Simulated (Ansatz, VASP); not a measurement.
## Te2Mo in VASP and in Ansatz

Contents of INCAR:

```
  ALGO = Normal
  EDIFF = 1E-6
  ENCUT = 520
  GGA = PE
  ISIF = 2
  ISMEAR = 0
  LASPH = T
  LCHARG = F
  LREAL = F
  LWAVE = F
  NBANDS = 35
  NELM = 60
  PREC = Accurate
  SIGMA = 0.05
```

The input KPOINTS:

```
k-points
0
Gamma
  12 12 2
```

The input POSCAR:

```
Te2Mo
1.0
    3.4681397723      0.0000000000      0.0000000000
   -1.7340698861      3.0034971467      0.0000000000
    0.0000000000      0.0000000000     14.4444827251
Te Mo
4 2
Direct
    0.3333333333      0.6666666667      0.6310943552
    0.6666666667      0.3333333333      0.1310943552
    0.3333333333      0.6666666667      0.8689056448
    0.6666666667      0.3333333333      0.3689056448
    0.3333333333      0.6666666667      0.2500000000
    0.6666666667      0.3333333333      0.7500000000
```

Input for Ansatz:

```yaml
crystal:
  lattice:
    - [3.4681397723, 0.0, 0.0]
    - [-1.7340698861, 3.0034971467, 0.0]
    - [0.0, 0.0, 14.4444827251]
  atoms:
    - { symbol: Te, position: [0.3333333333, 0.6666666667, 0.6310943552] }
    - { symbol: Te, position: [0.6666666667, 0.3333333333, 0.1310943552] }
    - { symbol: Te, position: [0.3333333333, 0.6666666667, 0.8689056448] }
    - { symbol: Te, position: [0.6666666667, 0.3333333333, 0.3689056448] }
    - { symbol: Mo, position: [0.3333333333, 0.6666666667, 0.25] }
    - { symbol: Mo, position: [0.6666666667, 0.3333333333, 0.75] }
basis:
  ecutwfc: 420
kpoints:
  mp_grid: { grid: [12, 12, 2] }
hamiltonian:
  xc: pbe
scf:
  occupations: { method: gaussian, width: 0.05 }
output:
  forces: true
  stress: true
  eigenvalues: true
  write_density: true
  write_potential: true
  elf: true
  volumetric_format: npy
```

Change from the starting cell: strain -0.025 along x and y, -0.050 along z, atoms carried along.

Alike in both runs: task single point; functional PBE; k mesh 12 × 12 × 2; occupations gaussian, width 0.05 eV; no spin polarisation.

|  | VASP | Ansatz |
| --- | --- | --- |
| version | VASP 6.6.1 | Ansatz 0.2.0 |
| potentials or method | VASP PAW PBE potentials, release 64 (Te, Mo_sv), cutoff 520 eV | scalar-relativistic, plane waves, PAW |
| valence electrons in the cell | 52 | 92 |

Ansatz gave:

* gap on the k mesh at the Fermi level (eV): 0.95
* least direct gap on the mesh (eV): 1.08
* pressure (GPa): 11.4
* traceless stress, the component that is largest in VASP (GPa): 3.30
* rms of the force components (eV/Å): 0.914

Which values does VASP return?

gap on the k mesh at the Fermi level (eV): 0.93; least direct gap on the mesh (eV): 1.07; pressure (GPa): 11.4; traceless stress, the component that is largest in VASP (GPa): 3.39; rms of the force components (eV/Å): 0.924.

Atom by atom the forces differ by 0.010 eV/Å (rms over components). With one functional, cell and mesh, what is left measures potentials, basis and numerics. VASP's potentials hold 52 valence electrons a cell and Ansatz's 92, so a difference there can come from the potentials and not from the codes.

Spin-orbit coupling is off throughout.
